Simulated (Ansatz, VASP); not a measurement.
# Two plane-wave programs on Sn

Contents of INCAR:

```
PREC = Accurate
ENCUT = 520
EDIFF = 1E-6
ISMEAR = 0
SIGMA = 0.1
LREAL = F
LASPH = T
NELM = 100
ALGO = Fast
ISIF = 2
LWAVE = F
LCHARG = T
GGA = PS
LELF = T
LVHAR = T
NBANDS = 21
```

KPOINTS

```
regular mesh
0
Gamma
  12 12 12
```

File POSCAR:

```
Sn
1.0
    0.0000000000      3.3025511197      3.3025511197
    3.3025511197      0.0000000000      3.3025511197
    3.3025511197      3.3025511197      0.0000000000
Sn
2
Direct
    0.0000000000      0.0000000000      0.0000000000
    0.2500000000      0.2500000000      0.2500000000
```

Input for Ansatz:

```yaml
crystal:
  lattice:
    - [0.0, 3.3025511246, 3.3025511246]
    - [3.3025511246, 0.0, 3.3025511246]
    - [3.3025511246, 3.3025511246, 0.0]
  atoms:
    - { symbol: Sn, position: [0.0, 0.0, 0.0] }
    - { symbol: Sn, position: [0.25, 0.25, 0.25] }
basis:
  ecutwfc: 420
kpoints:
  mp_grid: { grid: [12, 12, 12] }
hamiltonian:
  xc: pbesol
scf:
  occupations: { method: gaussian, width: 0.1 }
output:
  forces: true
  stress: true
  eigenvalues: true
```

Alike in both runs: task single point; functional PBEsol; k mesh 12 × 12 × 12; occupations gaussian, width 0.1 eV; no spin polarisation.

|  | VASP | Ansatz |
| --- | --- | --- |
| version | VASP 6.6.1 | Ansatz 0.2.0 |
| potentials or method | VASP PAW PBE potentials, release 64 (Sn_d), cutoff 520 eV | scalar-relativistic, plane waves, PAW |
| valence electrons in the cell | 28 | 28 |

|  | VASP | Ansatz | Ansatz less VASP |
| --- | --- | --- | --- |
| gap on the k mesh at the Fermi level (eV) | none | none | - |
| pressure (GPa) | -1.3 | -1.1 | +0.12 |

VASP's potentials were made for PBE, not for PBEsol. A gap of «none» marks a metal or a gap that the smearing closes.
